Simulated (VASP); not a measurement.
# Cd2HgO3: single point with PBE

Crystal: Cd2HgO3.

```
Cd Hg O
1.0
     3.01715   -1.74189    0.03334
     3.01715    1.74189    0.03334
    -2.11898    0.00000    8.98033
Cd Hg O
2 1 3
Direct
  0.71640 0.71640 0.14871
  0.28360 0.28360 0.85129
  0.50000 0.50000 0.50000
  0.42641 0.42641 0.27825
  0.00000 0.00000 0.00000
  0.57359 0.57359 0.72175
```

- Program: VASP 6.6.1
- Task: single point
- Functional: PBE
- Potentials or basis: VASP PAW PBE potentials, release 64 (Cd, Hg, O)
- Cutoff: 520 eV
- k mesh: 12 × 12 × 4
- Occupations: fermi-dirac, width 0.15 eV
- Spin: no spin polarisation

```json
{"Pressure": "1.4 GPa", "Largest force": "0.259 eV/Å", "Band gap on the k mesh": "zero (bands 27 and 28 overlap by 0.11 eV)"}
```

Forces in eV/Å, atoms in the order of the input:
```
Cd   0.000  0.000 -0.008
Cd   0.000  0.000  0.008
Hg   0.000  0.000  0.000
O    0.003  0.000 -0.259
O    0.000  0.000  0.000
O   -0.003  0.000  0.259
```

Stress tensor (GPa, compression positive):
```
 0.72  0.00 -0.02
 0.00  0.72  0.00
-0.02  0.00  2.75
```

Levels at points of the mesh, in eV from the Fermi level:
| k point | band 23 | band 24 | band 25 | band 26 | band 27 | band 28 | band 29 | band 30 | band 31 | band 32 |
| --- | --- | --- | --- | --- | --- | --- | --- | --- | --- | --- |
| (0.00, 0.00, 0.00) | -1.79 | -0.93 | -0.93 | -0.66 | -0.66 | -0.57 | 3.02 | 3.25 | 5.63 | 8.15 |
| (0.50, 0.00, 0.00) | -2.74 | -2.23 | -1.92 | -1.16 | -0.46 | 1.48 | 3.37 | 4.45 | 5.64 | 6.23 |
| (0.50, 0.50, 0.00) | -2.79 | -2.61 | -1.30 | -1.09 | -0.72 | 1.63 | 2.94 | 4.49 | 5.65 | 6.97 |
| (0.00, 0.00, 0.50) | -1.49 | -1.41 | -1.41 | -0.47 | -0.47 | 0.76 | 1.54 | 4.14 | 5.13 | 9.58 |
| (0.50, 0.00, 0.50) | -2.79 | -2.61 | -1.30 | -1.09 | -0.72 | 1.63 | 2.94 | 4.49 | 5.65 | 6.97 |
| (0.50, 0.50, 0.50) | -2.73 | -2.23 | -1.92 | -1.16 | -0.46 | 1.48 | 3.37 | 4.45 | 5.64 | 6.23 |

Run time: 12 min on 1 thread of Intel(R) Xeon(R) Platinum 8488C (Sapphire Rapids) (shared host), peak memory 0.59 GiB.

Caveat: semilocal functionals underestimate gaps, so a narrow gap can read as zero; spin-orbit coupling is left out, which moves the levels of the heavy elements.
